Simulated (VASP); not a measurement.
# Ge (Fd-3m) in VASP: relaxation of cell and atoms with LDA

Aim: the relaxation of cell and atoms of Ge with LDA.

Everything below comes from runs of VASP 6.6.1. Logs are shortened: lines on timing, memory, paths and dates and some standing lists are left out, and cuts for length are marked.

**1. The cell of the first run**

Symmetry: Fd-3m, No. 227, cubic system. Conventional cell: a = 5.622 Å, b = 5.622 Å, c = 5.622 Å, α = 90.00°, β = 90.00°, γ = 90.00°. Within 3.2 Å of Ge (site symmetry -43m) lie 4 Ge at 2.43 Å.

**2. Relaxation of cell and atoms, LDA**

INCAR

```
SYSTEM = Ge
PREC = Accurate
ENCUT = 600
EDIFF = 1E-7
ISMEAR = -1
SIGMA = 0.15
LREAL = .FALSE.
LASPH = .TRUE.
NELM = 60
ALGO = Normal
ISIF = 3
LWAVE = .FALSE.
LCHARG = .FALSE.
IBRION = 2
NSW = 80
EDIFFG = -0.001
```

KPOINTS

```
regular mesh
0
G
  14 14 14
  0 0 0
```

POSCAR

```
Ge
1.0
    0.0000000000      2.8109115258      2.8109115258
    2.8109115258      0.0000000000      2.8109115258
    2.8109115258      2.8109115258      0.0000000000
Ge
2
Direct
    0.5000000000      0.5000000000      0.5000000000
    0.7500000000      0.7500000000      0.7500000000
```

Potentials or basis: VASP PAW LDA potentials, release 64 (Ge_d).

Launch:

```
> cat potpaw_LDA.64/Ge_d/POTCAR > POTCAR
> mpirun -np 1 vasp_std > vasp.out
```

OUTCAR:

```text
SYSTEM = Ge
   PREC = Accurate
   ENCUT = 600
   EDIFF = 1E-7
   ISMEAR = -1
   LREAL = .FALSE.
   LASPH = .TRUE.
   NELM = 60
   ISIF = 3
   IBRION = 2
   NSW = 80
   EDIFFG = -0.001

 ion  position               nearest neighbor table
   1  0.500  0.500  0.500-   2 2.43   2 2.43   2 2.43   2 2.43
   2  0.750  0.750  0.750-   1 2.43   1 2.43   1 2.43   1 2.43

  LATTYP: Found a face centered cubic cell.
 ALAT       =     5.6218230516

  Lattice vectors:

 A1 = (   0.0000000000,   2.8109115258,   2.8109115258)
 A2 = (   2.8109115258,   0.0000000000,   2.8109115258)
 A3 = (   2.8109115258,   2.8109115258,   0.0000000000)

Analysis of symmetry for initial positions (statically):
=====================================================================
 Subroutine PRICEL returns:
 Original cell was already a primitive cell.

 Routine SETGRP: Setting up the symmetry group for a
 face centered cubic supercell.

 Subroutine GETGRP returns: Found 48 space group operations
 (whereof 24 operations were pure point group operations)
 out of a pool of 48 trial point group operations.

The static configuration has the point symmetry T_d .
 The point group associated with its full space group is O_h .

Analysis of symmetry for dynamics (positions and initial velocities):
=====================================================================
 Subroutine PRICEL returns:
 Original cell was already a primitive cell.

 Routine SETGRP: Setting up the symmetry group for a
 face centered cubic supercell.

 Subroutine GETGRP returns: Found 48 space group operations
 (whereof 24 operations were pure point group operations)
 out of a pool of 48 trial point group operations.

The dynamic configuration has the point symmetry T_d .
 The point group associated with its full space group is O_h .

 Subroutine INISYM returns: Found 48 space group operations
 (whereof 24 operations are pure point group operations),
 and found     1 'primitive' translations

----------------------------------------------------------------------------------------

                                     Primitive cell

  volume of cell :      44.4193

  direct lattice vectors                    reciprocal lattice vectors
     0.000000000  2.810911526  2.810911526    -0.177878242  0.177878242  0.177878242
     2.810911526  0.000000000  2.810911526     0.177878242 -0.177878242  0.177878242
     2.810911526  2.810911526  0.000000000     0.177878242  0.177878242 -0.177878242

  length of vectors
     3.975229202  3.975229202  3.975229202     0.308094152  0.308094152  0.308094152

  position of ions in fractional coordinates (direct lattice)
     0.500000000  0.500000000  0.500000000
     0.750000000  0.750000000  0.750000000

  ion indices of the primitive-cell ions
   primitive index   ion index
                 1           1
                 2           2

----------------------------------------------------------------------------------------

 KPOINTS: regular mesh

Automatic generation of k-mesh.
 Grid dimensions read from file:
 generate k-points for:   14   14   14

 Generating k-lattice:

  Cartesian coordinates                     Fractional coordinates (reciprocal lattice)
    -0.012705589  0.012705589  0.012705589     0.071428571  0.000000000  0.000000000
     0.012705589 -0.012705589  0.012705589     0.000000000  0.071428571  0.000000000
     0.012705589  0.012705589 -0.012705589     0.000000000  0.000000000  0.071428571

  Length of vectors
     0.022006725  0.022006725  0.022006725

  Shift w.r.t. Gamma in fractional coordinates (k-lattice)
     0.000000000  0.000000000  0.000000000

 Subroutine IBZKPT returns following result:
 ===========================================

 Found    104 irreducible k-points:

 Following reciprocal coordinates:
            Coordinates               Weight
  0.000000  0.000000  0.000000      1.000000
  0.071429  0.000000  0.000000      8.000000
  0.142857  0.000000  0.000000      8.000000
  0.214286  0.000000  0.000000      8.000000
  0.285714  0.000000  0.000000      8.000000
  0.357143  0.000000  0.000000      8.000000
[... 16 lines left out ...]
  0.214286  0.142857  0.000000     24.000000
  0.285714  0.142857  0.000000     24.000000
 [... further k-points ...]
   k-points           NKPTS =    104   k-points in BZ     NKDIM =    104   number of bands    NBANDS=     18
   number of dos      NEDOS =    301   number of ions     NIONS =      2
   total plane-waves  NPLWV =  32768
   dimension x,y,z NGX =    32 NGY =   32 NGZ =   32
   dimension x,y,z NGXF=    64 NGYF=   64 NGZF=   64
   ions per type =               2
   NGX,Y,Z   is equivalent  to a cutoff of  13.38, 13.38, 13.38 a.u.
   NGXF,Y,Z  is equivalent  to a cutoff of  26.77, 26.77, 26.77 a.u.
 SYSTEM =  Ge
   PREC   = accura    normal or accurate (medium, high low for compatibility)
   ISTART =      0    job   : 0-new  1-cont  2-samecut
   ICHARG =      2    charge: 1-file 2-atom 10-const
   ISPIN  =      1    spin polarized calculation?
   LNONCOLLINEAR =      F non collinear calculations
   LSORBIT =      F    spin-orbit coupling
   LASPH  =      T    aspherical Exc in radial PAW
   ENCUT  =  600.0 eV  44.10 Ry    6.64 a.u.   7.94  7.94  7.94*2*pi/ulx,y,z
   NELM   =     60;   NELMIN=  2; NELMDL= -5     # of ELM steps
   EDIFF  = 0.1E-06   stopping-criterion for ELM
   LREAL  =      F    real-space projection
   EDIFFG = -.1E-02   stopping-criterion for IOM
   NSW    =     80    number of steps for IOM
   IBRION =      2    ionic relax: 0-MD 1-quasi-New 2-CG
   NFREE  =      1    steps in history (QN), initial steepest desc. (CG)
   ISIF   =      3    stress and relaxation
   ISYM   =      2    0-nonsym 1-usesym 2-fastsym
   POTIM  = 0.5000    time-step for ionic-motion
   TEBEG  =    0.0;   TEEND  =   0.0 temperature during run
   PSTRESS=    0.0 pullay stress
   NELECT =      28.0000    total number of electrons
   NUPDOWN=      -1.0000    fix difference up-down
   EMIN   =  10.00;   EMAX   =-10.00  energy-range for DOS
   EFERMI =   0.00;   METHOD = LEGACY
   ISMEAR =    -1;   SIGMA  =   0.15  broadening in eV -4-tet -1-fermi 0-gaus
   EFERMI_NEDOS =   21; number of points for ismear=-14 and -15
   IALGO  =     38    algorithm
   IMIX   =      4    mixing-type and parameters
     AMIX     =   0.40;   BMIX     =  1.00
     AMIX_MAG =   1.60;   BMIX_MAG =  1.00
  volume/ion in A,a.u.               =      22.21       149.88
  Fermi-wavevector in a.u.,A,eV,Ry     =   1.403687  2.652584 26.808072  1.970338
  Thomas-Fermi vector in A             =   2.526324
   LORBIT       =      0    0 simple, 1 ext, 2 COOP (PROOUT), +10 PAW based schemes
   GGA     = CA    functional components
   LHFCALC =     F    Hartree Fock is set to
   AEXX    =    0.0000 exact exchange contribution
   IVDW    =     0    specifies the selected vdW correction
   LEPSILON=     F    determine dielectric tensor
   LRPA    =     F    only Hartree local field effects (RPA)
 conjugate gradient relaxation of ions
 non-spin polarized calculation
  energy-cutoff  :      600.00
  volume of cell :       44.42
 maximum number of plane-waves:      1524
   NGX = 15   NGY = 15   NGZ = 15

--------------------------------------- Ionic step        1  -------------------------------------------

 number of electron      27.9999993 magnetization

 Free energy of the ion-electron system (eV)
  ---------------------------------------------------
  ext. energy  EPLUGINS =         0.00000000
  ---------------------------------------------------
  free energy    TOTEN  =       -10.39455080 eV

  energy without entropy =      -10.38706764  energy(sigma->0) =      -10.39080922

------------------------ aborting loop because EDIFF is reached ----------------------------------------

  FORCE on cell =-STRESS in cart. coord.  units (eV):
  Direction    XX          YY          ZZ          XY          YZ          ZX
  --------------------------------------------------------------------------------------
  -------------------------------------------------------------------------------------
  Total        0.0579970      0.0579970      0.0579970      0.0000000      0.0000000     -0.0000000
  in kB        2.0919162      2.0919162      2.0919162      0.0000000      0.0000000     -0.0000000
  external PRESSURE =       2.0919162 kB  Pullay stress =       0.0000000 kB
[... 237 lines left out ...]
  energy  without entropy=      -10.3871009394  energy(sigma->0) =      -10.39087367

--------------------------------------- Ionic step        8  -------------------------------------------

 number of electron      27.9999997 magnetization

 Free energy of the ion-electron system (eV)
  ---------------------------------------------------
  ext. energy  EPLUGINS =         0.00000000
  ---------------------------------------------------
  free energy    TOTEN  =       -10.39464690 eV

  energy without entropy =      -10.38709788  energy(sigma->0) =      -10.39087239

 E-fermi :   4.9515     XC(G=0): -10.3655

 val. band max:        4.8830351200   @ k =   0.0000   0.0000   0.0000
 cond. band min:       4.9956487162   @ k =   0.5000   0.0000   0.0000
 fundamental gap:      0.1126135962
 Fermi energy:         4.9515370634

 k-point     1 :       0.0000    0.0000    0.0000
  band No.  band energies     occupation
      1     -20.0832      2.00000
      2     -20.0832      2.00000
      3     -20.0832      2.00000
      4     -20.0451      2.00000
      5     -20.0451      2.00000
      6     -19.8256      2.00000
[... 10 lines left out ...]
     17       7.4146      0.00000
     18       7.4146      0.00000
[... 466 lines left out ...]
      2     -20.1003      2.00000
      3     -20.0772      2.00000
      4     -20.0154      2.00000
      5     -19.9908      2.00000
      6     -19.8925      2.00000
[... 10 lines left out ...]
     17       9.7851      0.00000
     18       9.7928      0.00000

 [... further k-points ...]
[... 5 lines left out ...]
  --------------------------------------------------------------------------------------
  -------------------------------------------------------------------------------------
  Total        0.0006684      0.0006684      0.0006684      0.0000000      0.0000000      0.0000000
  in kB        0.0240344      0.0240344      0.0240344      0.0000000      0.0000000      0.0000000
  external PRESSURE =       0.0240344 kB  Pullay stress =       0.0000000 kB
[... 17 lines left out ...]
  FREE ENERGIE OF THE ION-ELECTRON SYSTEM (eV)
  ---------------------------------------------------
  free  energy   TOTEN  =       -10.3946469045 eV

  energy  without entropy=      -10.3870978836  energy(sigma->0) =      -10.39087239

 reached required accuracy - stopping structural energy minimisation
```

Run time: 6.1 min. Hardware: 1 thread of Intel Xeon 8259CL, shared host; peak memory 0.22 GiB.

Results:

* Free energy: -10.3946 eV
* Relaxed volume: 22.28 Å³/atom
* Relaxed cell: a = 3.979 Å, b = 3.979 Å, c = 3.979 Å, α = 60.00°, β = 60.00°, γ = 60.00°
* Space group after relaxing (to 0.05 Å): Fd-3m (No. 227)
* Energy gained by relaxing: 0.0 meV/atom
* Ionic steps: 8
* Pressure after relaxing: 0.0 GPa

Final structure:
```
Ge
1.0
     0.00000    2.81376    2.81376
     2.81376    0.00000    2.81376
     2.81376    2.81376    0.00000
Ge
2
Cartesian
  2.8138 2.8138 2.8138
  4.2206 4.2206 4.2206
```
